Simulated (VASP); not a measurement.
# BaTiO3 (P4mm) in VASP: settings compared

BaTiO3 is run at these levels: LDA, PBEsol; tasks: single point.

All numbers are computed with VASP 6.6.1; they aren't measurements. Logs are shortened: lines on timing, memory, paths and dates and some standing lists are left out, and cuts for length are marked.

## 1. The cell of the first run

The structure is tetragonal, space group P4mm (No. 99). Conventional cell: a = 3.946 Å, b = 3.946 Å, c = 3.964 Å, α = 90.00°, β = 90.00°, γ = 90.00°. Ba (site symmetry 4mm) has 12 O at 2.75 to 2.84 Å and 8 Ti at 3.40 to 3.45 Å within 3.6 Å. Ti (site symmetry 4mm) has 6 O at 1.87 to 2.10 Å within 2.5 Å. O (site symmetry 2mm) has 2 Ti at 1.98 Å within 2.6 Å. Within 2.5 Å of O (site symmetry 4mm) lie 2 Ti at 1.87 to 2.10 Å.

## 2. Single point, LDA (volume scaled by 0.96)

INCAR reads:

```
SYSTEM = BaTiO3
ALGO = Normal ; EDIFF = 1E-6
ENCUT = 520 ; GGA = CA
ISIF = 2 ; ISMEAR = -1
LASPH = .TRUE. ; LCHARG = .FALSE.
LREAL = .FALSE. ; LWAVE = .FALSE.
NBANDS = 28 ; NELM = 100
PREC = Accurate ; SIGMA = 0.05
```

KPOINTS reads:

```
k-points
0
G
  7 7 7
  0 0 0
```

POSCAR reads:

```
BaTiO3
1.0
    3.9457420220      0.0000000000      0.0000000000
    0.0000000000      3.9457420220      0.0000000000
    0.0000000000      0.0000000000      3.9636960459
Ba Ti O
1 1 3
Direct
    0.0000000000      0.0000000000      0.0000000000
    0.5000000000      0.5000000000      0.4900000000
    0.0000000000      0.5000000000      0.5170000000
    0.5000000000      0.0000000000      0.5170000000
    0.5000000000      0.5000000000      0.0190000000
```

Potentials or basis: VASP PAW LDA potentials, release 64 (Ba_sv, Ti_sv, O).

Command:

```console
> cat potpaw_LDA.64/Ba_sv/POTCAR potpaw_LDA.64/Ti_sv/POTCAR potpaw_LDA.64/O/POTCAR > POTCAR
> mpirun -np 1 vasp_std > vasp.out
```

OUTCAR:

```text
SYSTEM = BaTiO3
   EDIFF = 1E-6
   ENCUT = 520
   GGA = CA
   ISIF = 2
   ISMEAR = -1
   LASPH = .TRUE.
   LREAL = .FALSE.
   NELM = 100
   PREC = Accurate

 ion  position               nearest neighbor table
   1  0.000  0.000  0.000-   3 2.75   4 2.75   3 2.75   4 2.75   5 2.79   5 2.79   5 2.79   5 2.79
                             4 2.84   3 2.84   4 2.84   3 2.84   2 3.40   2 3.40   2 3.40   2 3.40
   2  0.500  0.500  0.490-   5 1.87   4 1.98   3 1.98   4 1.98   3 1.98   5 2.10   1 3.40   1 3.40
                             1 3.40   1 3.40   1 3.45   1 3.45   1 3.45   1 3.45
   3  0.000  0.500  0.517-   2 1.98   2 1.98   1 2.75   1 2.75   1 2.84   1 2.84
   4  0.500  0.000  0.517-   2 1.98   2 1.98   1 2.75   1 2.75   1 2.84   1 2.84
   5  0.500  0.500  0.019-   2 1.87   2 2.10   1 2.79   1 2.79   1 2.79   1 2.79

  LATTYP: Found a simple tetragonal cell.
 ALAT       =     3.9457420220
 C/A-ratio  =     1.0045502275

  Lattice vectors:

 A1 = (   3.9457420220,   0.0000000000,   0.0000000000)
 A2 = (   0.0000000000,   3.9457420220,   0.0000000000)
 A3 = (   0.0000000000,   0.0000000000,   3.9636960459)

Analysis of symmetry for initial positions (statically):
=====================================================================
 Subroutine PRICEL returns:
 Original cell was already a primitive cell.

 Routine SETGRP: Setting up the symmetry group for a
 simple tetragonal supercell.

 Subroutine GETGRP returns: Found  8 space group operations
 (whereof  8 operations were pure point group operations)
 out of a pool of 16 trial point group operations.

The static configuration has the point symmetry C_4v.

Analysis of symmetry for dynamics (positions and initial velocities):
=====================================================================
 Subroutine PRICEL returns:
 Original cell was already a primitive cell.

 Routine SETGRP: Setting up the symmetry group for a
 simple tetragonal supercell.

 Subroutine GETGRP returns: Found  8 space group operations
 (whereof  8 operations were pure point group operations)
 out of a pool of 16 trial point group operations.

The dynamic configuration has the point symmetry C_4v.

 Subroutine INISYM returns: Found  8 space group operations
 (whereof  8 operations are pure point group operations),
 and found     1 'primitive' translations

----------------------------------------------------------------------------------------

                                     Primitive cell

  volume of cell :      61.7103

[... 92 lines left out ...]
   ENCUT  =  520.0 eV  38.22 Ry    6.18 a.u.   7.34  7.34  7.37*2*pi/ulx,y,z
   NELM   =    100;   NELMIN=  2; NELMDL= -5     # of ELM steps
   EDIFF  = 0.1E-05   stopping-criterion for ELM
   LREAL  =      F    real-space projection
   EDIFFG = 0.1E-04   stopping-criterion for IOM
   NSW    =      0    number of steps for IOM
   IBRION =     -1    ionic relax: 0-MD 1-quasi-New 2-CG
   NFREE  =      0    steps in history (QN), initial steepest desc. (CG)
   ISIF   =      2    stress and relaxation
   ISYM   =      2    0-nonsym 1-usesym 2-fastsym
   POTIM  = 0.5000    time-step for ionic-motion
   TEBEG  =    0.0;   TEEND  =   0.0 temperature during run
   PSTRESS=    0.0 pullay stress
   NELECT =      40.0000    total number of electrons
   NUPDOWN=      -1.0000    fix difference up-down
   EMIN   =  10.00;   EMAX   =-10.00  energy-range for DOS
   EFERMI =   0.00;   METHOD = LEGACY
   ISMEAR =    -1;   SIGMA  =   0.05  broadening in eV -4-tet -1-fermi 0-gaus
   EFERMI_NEDOS =   21; number of points for ismear=-14 and -15
   IALGO  =     38    algorithm
   IMIX   =      4    mixing-type and parameters
     AMIX     =   0.40;   BMIX     =  1.00
     AMIX_MAG =   1.60;   BMIX_MAG =  1.00
  volume/ion in A,a.u.               =      12.34        83.29
  Fermi-wavevector in a.u.,A,eV,Ry     =   1.416801  2.677366 27.311324  2.007326
  Thomas-Fermi vector in A             =   2.538098
   LORBIT       =      0    0 simple, 1 ext, 2 COOP (PROOUT), +10 PAW based schemes
   GGA     = CA    functional components
   LHFCALC =     F    Hartree Fock is set to
   AEXX    =    0.0000 exact exchange contribution
   IVDW    =     0    specifies the selected vdW correction
   LEPSILON=     F    determine dielectric tensor
   LRPA    =     F    only Hartree local field effects (RPA)
 non-spin polarized calculation
  energy-cutoff  :      520.00
  volume of cell :       61.71
 maximum number of plane-waves:      1687
 NGX is ok and might be reduce to    30
   NGX = 15   NGY = 15   NGZ = 15

 number of electron      39.9999986 magnetization

 Free energy of the ion-electron system (eV)
  ---------------------------------------------------
  ext. energy  EPLUGINS =         0.00000000
  ---------------------------------------------------
  free energy    TOTEN  =       -44.15903250 eV

  energy without entropy =      -44.15903250  energy(sigma->0) =      -44.15903250

 E-fermi :   4.7415     XC(G=0): -11.9304

 val. band max:        3.7591191474   @ k =   0.4286   0.4286   0.4286
 cond. band min:       5.6188550124   @ k =   0.0000   0.0000   0.0000
 fundamental gap:      1.8597358650
 Fermi energy:         4.7415196130

 k-point     1 :       0.0000    0.0000    0.0000
  band No.  band energies     occupation
      1     -51.8202      2.00000
      2     -28.4941      2.00000
      3     -28.4580      2.00000
      4     -28.4580      2.00000
      5     -20.7587      2.00000
      6     -12.8369      2.00000
[... 733 lines left out ...]
     27      12.4819      0.00000
     28      12.8934      0.00000

 [... further k-points ...]
[... 5 lines left out ...]
  --------------------------------------------------------------------------------------
  -------------------------------------------------------------------------------------
  Total        0.1570464      0.1570464      0.6087206      0.0000000      0.0000000      0.0000000
  in kB        4.0773759      4.0773759     15.8041402      0.0000000      0.0000000      0.0000000
  external PRESSURE =       7.9862973 kB  Pullay stress =       0.0000000 kB

 VOLUME and BASIS-vectors are now :
 -----------------------------------------------------------------------------
  energy-cutoff  :      520.00
  volume of cell :       61.71
      direct lattice vectors                 reciprocal lattice vectors
     3.945742022  0.000000000  0.000000000     0.253437755  0.000000000  0.000000000
     0.000000000  3.945742022  0.000000000     0.000000000  0.253437755  0.000000000
     0.000000000  0.000000000  3.963696046     0.000000000  0.000000000  0.252289779

 POSITION                                       TOTAL-FORCE (eV/Angst)
 -----------------------------------------------------------------------------------
      0.00000      0.00000      0.00000        -0.000000      0.000000      0.080532
      1.97287      1.97287      1.94221         0.000000     -0.000000      0.047295
      0.00000      1.97287      2.04923         0.000000      0.000000     -0.112961
      1.97287      0.00000      2.04923         0.000000     -0.000000     -0.112961
      1.97287      1.97287      0.07531         0.000000      0.000000      0.098094
 -----------------------------------------------------------------------------------
    total drift:                                0.000000      0.000000      0.000513

  FREE ENERGIE OF THE ION-ELECTRON SYSTEM (eV)
  ---------------------------------------------------
  free  energy   TOTEN  =       -44.1590325031 eV

  energy  without entropy=      -44.1590325023  energy(sigma->0) =      -44.15903250
```

It took 30 s on 1 thread of Intel Xeon 6975P-C (Granite Rapids), shared host; peak memory 0.19 GiB.

Results:

```
Free energy            : -44.1590 eV
Pressure               : 0.8 GPa
Largest force          : 0.113 eV/Å
Band gap on the k mesh : 1.86 eV, indirect (least direct gap 2.01 eV)
```

Forces in eV/Å, atoms in the order of the input:
```
Ba   0.000  0.000  0.081
Ti   0.000  0.000  0.047
O    0.000  0.000 -0.113
O    0.000  0.000 -0.113
O    0.000  0.000  0.098
```

Caveat: spin-orbit coupling is left out, which moves the levels of the heavy elements. A k mesh can miss the band edges.

## 3. Single point, PBEsol (volume scaled by 0.96)

INCAR reads:

```
ALGO = Normal
EDIFF = 1E-6
ENCUT = 520
GGA = PS
ISIF = 2
ISMEAR = -1
LASPH = True
LCHARG = True
LELF = True
LREAL = False
LVHAR = True
LWAVE = False
NBANDS = 28
NELM = 60
PREC = Accurate
SIGMA = 0.05
```

KPOINTS reads:

```
k-points
0
Gamma
  7 7 7
```

POSCAR is that of step 2.

Potentials or basis: VASP PAW PBE potentials, release 64 (Ba_sv, Ti_sv, O).

Command:

```console
> cat potpaw_PBE.64/Ba_sv/POTCAR potpaw_PBE.64/Ti_sv/POTCAR potpaw_PBE.64/O/POTCAR > POTCAR
> mpirun -np 1 vasp_std > vasp.out
```

OUTCAR:

```text
EDIFF = 1E-6
   ENCUT = 520
   GGA = PS
   ISIF = 2
   ISMEAR = -1
   LASPH = True
   LREAL = False
   NELM = 60
   PREC = Accurate

 ion  position               nearest neighbor table
   1  0.000  0.000  0.000-   3 2.75   4 2.75   3 2.75   4 2.75   5 2.79   5 2.79   5 2.79   5 2.79
                             4 2.84   3 2.84   4 2.84   3 2.84   2 3.40   2 3.40   2 3.40   2 3.40
   2  0.500  0.500  0.490-   5 1.87   4 1.98   3 1.98   4 1.98   3 1.98   5 2.10   1 3.40   1 3.40
                             1 3.40   1 3.40   1 3.45   1 3.45   1 3.45   1 3.45
   3  0.000  0.500  0.517-   2 1.98   2 1.98   1 2.75   1 2.75   1 2.84   1 2.84
   4  0.500  0.000  0.517-   2 1.98   2 1.98   1 2.75   1 2.75   1 2.84   1 2.84
   5  0.500  0.500  0.019-   2 1.87   2 2.10   1 2.79   1 2.79   1 2.79   1 2.79

  LATTYP: Found a simple tetragonal cell.
 ALAT       =     3.9457420220
 C/A-ratio  =     1.0045502275

  Lattice vectors:

 A1 = (   3.9457420220,   0.0000000000,   0.0000000000)
 A2 = (   0.0000000000,   3.9457420220,   0.0000000000)
 A3 = (   0.0000000000,   0.0000000000,   3.9636960459)

Analysis of symmetry for initial positions (statically):
[... 175 lines left out ...]
  free energy    TOTEN  =       -41.95925292 eV

  energy without entropy =      -41.95925292  energy(sigma->0) =      -41.95925292

 E-fermi :   4.9229     XC(G=0): -11.7164

 val. band max:        3.9224114584   @ k =   0.4286   0.4286   0.4286
 cond. band min:       5.8268970870   @ k =   0.0000   0.0000   0.0000
 fundamental gap:      1.9044856285
 Fermi energy:         4.9228549858

 k-point     1 :       0.0000    0.0000    0.0000
  band No.  band energies     occupation
      1     -52.1355      2.00000
      2     -28.5194      2.00000
      3     -28.4833      2.00000
      4     -28.4833      2.00000
      5     -20.6960      2.00000
      6     -12.9082      2.00000
[... 733 lines left out ...]
     27      12.6351      0.00000
     28      13.0622      0.00000

 [... further k-points ...]
[... 5 lines left out ...]
  --------------------------------------------------------------------------------------
  -------------------------------------------------------------------------------------
  Total        1.9626347      1.9626347      2.3981425      0.0000000      0.0000000      0.0000000
  in kB       50.9556501     50.9556501     62.2626864      0.0000000      0.0000000      0.0000000
  external PRESSURE =      54.7246622 kB  Pullay stress =       0.0000000 kB

 VOLUME and BASIS-vectors are now :
 -----------------------------------------------------------------------------
  energy-cutoff  :      520.00
  volume of cell :       61.71
      direct lattice vectors                 reciprocal lattice vectors
     3.945742022  0.000000000  0.000000000     0.253437755  0.000000000  0.000000000
     0.000000000  3.945742022  0.000000000     0.000000000  0.253437755  0.000000000
     0.000000000  0.000000000  3.963696046     0.000000000  0.000000000  0.252289779

 POSITION                                       TOTAL-FORCE (eV/Angst)
 -----------------------------------------------------------------------------------
      0.00000      0.00000      0.00000        -0.000000      0.000000      0.097892
      1.97287      1.97287      1.94221         0.000000     -0.000000      0.059102
      0.00000      1.97287      2.04923         0.000000      0.000000     -0.106735
      1.97287      0.00000      2.04923         0.000000      0.000000     -0.106735
      1.97287      1.97287      0.07531         0.000000      0.000000      0.056476
 -----------------------------------------------------------------------------------
    total drift:                                0.000000      0.000000      0.000810

  FREE ENERGIE OF THE ION-ELECTRON SYSTEM (eV)
  ---------------------------------------------------
  free  energy   TOTEN  =       -41.9592529188 eV

  energy  without entropy=      -41.9592529183  energy(sigma->0) =      -41.95925292
```

Run time: 33 s. Hardware: 1 thread of Intel Xeon 6975P-C (Granite Rapids), shared host; peak memory 0.21 GiB.

Results:

* Free energy: -41.9593 eV
* Pressure: 5.5 GPa
* Largest force: 0.107 eV/Å
* Band gap on the k mesh: 1.90 eV, indirect (least direct gap 2.06 eV)

Forces in eV/Å, atoms in the order of the input:
```
Ba   0.000  0.000  0.098
Ti   0.000  0.000  0.059
O    0.000  0.000 -0.107
O    0.000  0.000 -0.107
O    0.000  0.000  0.056
```

Stress tensor (GPa, compression positive):
```
5.10 0.00 0.00
0.00 5.10 0.00
0.00 0.00 6.23
```

Caveat: the PAW data sets were made with another functional, which shifts forces and pressure a little; spin-orbit coupling is left out, which moves the levels of the heavy elements. A k mesh can miss the band edges.
